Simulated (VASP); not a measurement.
Here is a VASP 6.6.1 calculation.

The input INCAR:

```
PREC     = Accurate       # precision mode
ENCUT    = 520            # plane-wave cutoff, eV
EDIFF    = 1E-7           # SCF threshold, eV
ISMEAR   = 0              # smearing method
SIGMA    = 0.05           # smearing width, eV
LREAL    = False          # projectors in reciprocal space
LASPH    = True           # aspherical terms in the spheres
NELM     = 60             # most SCF steps
ALGO     = Normal         # electronic algorithm
ISIF     = 2              # what is computed and relaxed
LWAVE    = False          # write WAVECAR
LCHARG   = True           # write CHGCAR
GGA      = PS             # functional
LELF     = True           # ELF
LVHAR    = True         
NBANDS   = 51             # bands
```

KPOINTS

```
regular mesh
0
Gamma
  6 6 6
```

The input POSCAR:

```
SrTiO3
1.0
   -3.8911201354      0.0000000000     -3.8911201354
    0.0000000000     -3.8911201354     -3.8911201354
   -3.8911201354     -3.8911201354      0.0000000000
Sr Ti O
2 2 6
Direct
    0.0000000000      0.0000000000      0.0000000000
    0.5000000000      0.5000000000      0.5000000000
    0.2500000000      0.2500000000      0.2500000000
    0.7500000000      0.7500000000      0.7500000000
    0.4940939962     -0.0059060038      0.5059060038
    0.0059060038      0.5059060038     -0.0059060038
    0.5059060038      0.0059060038     -0.0059060038
   -0.0059060038      0.4940939962      0.5059060038
    0.5000000000      0.5000000000      0.0118120076
    1.0000000000      1.0000000000      0.4881879924
```

Potentials or basis: VASP PAW PBE potentials, release 64 (Sr_sv, Ti_sv, O).

Command:

```console
$ cat potpaw_PBE.64/Sr_sv/POTCAR potpaw_PBE.64/Ti_sv/POTCAR potpaw_PBE.64/O/POTCAR > POTCAR
$ mpirun -np 1 vasp_std > vasp.out
```

Problem. Estimate the band gap on the k mesh.

Solution. 1.83 eV.

Problem. Predict the largest force.

Solution. 0.020 eV/Å.

Problem. Predict the pressure.

Solution. 0.6 GPa.

Forces in eV/Å, atoms in the order of the input:
```
Sr   0.001  0.001  0.000
Sr  -0.001 -0.001  0.000
Ti   0.000  0.000  0.000
Ti   0.000  0.000  0.000
O    0.000  0.000  0.015
O    0.000  0.000 -0.015
O    0.000  0.000 -0.015
O    0.000  0.000  0.015
O   -0.014 -0.014  0.000
O    0.014  0.014  0.000
```

Caveat: the PAW data sets were made with another functional, which shifts forces and pressure a little. A k mesh can miss the band edges.
